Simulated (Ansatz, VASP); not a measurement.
## Two plane-wave programs on Sc4AlAs

```
CELL_PARAMETERS angstrom
0.00000 4.05182 4.05182
4.05182 0.00000 4.05182
4.05182 4.05182 0.00000
ATOMIC_POSITIONS crystal
Sc 0.62433 0.62433 0.12700
Sc 0.62433 0.12700 0.62433
Sc 0.12700 0.62433 0.62433
Sc 0.62433 0.62433 0.62433
Al 0.25000 0.25000 0.25000
As 0.00000 0.00000 0.00000
```

Alike in both runs: task single point; functional PBE; k mesh 8 × 8 × 8; occupations gaussian, width 0.1 eV; no spin polarisation.

|  | VASP | Ansatz |
| --- | --- | --- |
| version | VASP 6.6.1 | Ansatz 0.2.0 |
| potentials or method | VASP PAW PBE potentials, release 64 (Sc_sv, Al, As), cutoff 500 eV | scalar-relativistic, plane waves, PAW |
| valence electrons in the cell | 52 | 62 |

```csv
,VASP,Ansatz,Ansatz less VASP
gap on the k mesh at the Fermi level (eV),none,none,-
pressure (GPa),0.0,0.0,-0.07
```

A gap of «none» marks a metal or a gap that the smearing closes. VASP's potentials hold 52 valence electrons a cell and Ansatz's 62, so a difference there can come from the potentials and not from the codes.
